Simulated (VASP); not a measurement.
CoGe3, 4 atoms in the cell. It takes space group Pm-3m (No. 221, cubic). Conventional cell: a = 3.926 Å, b = 3.926 Å, c = 3.926 Å, α = 90.00°, β = 90.00°, γ = 90.00°. Ge (site symmetry 4/mmm) has 8 Ge at 2.78 Å and 4 Co at 2.78 Å within 3.7 Å. Within 3.7 Å of Co (site symmetry m-3m) lie 12 Ge at 2.78 Å. 

| Property | Result |
| --- | --- |
| Program | VASP 6.6.1 |
| Task | single point |
| Functional | PBEsol |
| Potentials or basis | VASP PAW PBE potentials, release 64 (Ge_d, Co) |
| Cutoff | 520 eV |
| k mesh | 10 × 10 × 10 |
| Occupations | gaussian, width 0.1 eV |
| Spin | no spin polarisation |
| Dipole correction | no |
| Further INCAR settings | ALGO = Normal; EDIFF = 1e-06; NBANDS = 34 |

Potentials or basis: VASP PAW PBE potentials, release 64 (Ge_d, Co).

Launch:

```sh
$ cat potpaw_PBE.64/Ge_d/POTCAR potpaw_PBE.64/Co/POTCAR > POTCAR
$ mpirun -np 1 vasp_std > vasp.out
```

Hardware: 1 thread of Intel(R) Xeon(R) Platinum 8488C (Sapphire Rapids) (shared host).

**Question.** How long does it take, and how much memory?

**Answer.** It took 80 s on 1 thread of Intel(R) Xeon(R) Platinum 8488C (Sapphire Rapids), with other jobs on the host, peak memory 0.23 GiB. Counts: scf iterations 14, k points 56.
